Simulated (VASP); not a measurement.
## SnO2: single point with PBE

The system is SnO2.

```
Sn O
1.0
     4.77279    0.00000    0.00000
     0.00000    4.77299    0.00000
     0.00000    0.00000    3.22290
Sn O
2 4
Direct
  0.50000 0.50000 0.50000
  0.00000 0.00000 0.00000
  0.30601 0.30609 0.00000
  0.80601 0.19391 0.50000
  0.19399 0.80609 0.50000
  0.69399 0.69391 0.00000
```

```
Program                : VASP 6.6.1
Task                   : single point
Functional             : PBE
Potentials or basis    : VASP PAW PBE potentials, release 64 (Sn_d, O)
Cutoff                 : 520 eV
k mesh                 : 6 × 6 × 8
Occupations            : gaussian, width 0.02 eV
Spin                   : no spin polarisation
Dipole correction      : no
Further INCAR settings : ALGO = Normal; EDIFF = 1e-06; NBANDS = 35
```

| Quantity | Value |
| --- | --- |
| Pressure | 5.6 GPa |
| Largest force | 0.014 eV/Å |
| Band gap on the k mesh | 0.94 eV, direct |

Forces in eV/Å, atoms in the order of the input:
```
Sn   0.000  0.000  0.000
Sn   0.000  0.000  0.000
O   -0.010 -0.010  0.000
O   -0.010  0.010  0.000
O    0.010 -0.010  0.000
O    0.010  0.010  0.000
```

Stress tensor (GPa, compression positive):
```
5.52 0.00 0.00
0.00 5.52 0.00
0.00 0.00 5.84
```

Levels at points of the mesh, in eV from the valence-band top:
```
           k point  band 24  band 25  band 26  band 27  band 28  band 29
(0.00, 0.00, 0.00)    -0.76    -0.76     0.00     0.94     5.91     6.16
(0.50, 0.00, 0.00)    -1.21    -0.61    -0.61     4.16     4.16     6.92
(0.00, 0.50, 0.00)    -1.21    -0.61    -0.61     4.16     4.16     6.92
(0.50, 0.50, 0.00)    -1.34    -0.87    -0.87     4.55     4.55     7.32
(0.00, 0.00, 0.50)    -1.60    -1.22    -1.22     5.88     5.88     9.58
(0.50, 0.00, 0.50)    -1.06    -0.72    -0.72     6.16     6.16     7.86
(0.00, 0.50, 0.50)    -1.06    -0.72    -0.72     6.16     6.16     7.86
(0.50, 0.50, 0.50)    -0.93    -0.80    -0.80     4.59     4.59     8.78
```

Run time: 72 s on 1 thread of Intel(R) Xeon(R) 6975P-C (Granite Rapids) (shared host), peak memory 0.28 GiB.

Caveat: spin-orbit coupling is left out, which moves the levels of the heavy elements. A hybrid or GW would open this gap; PBE tends to underestimate it.
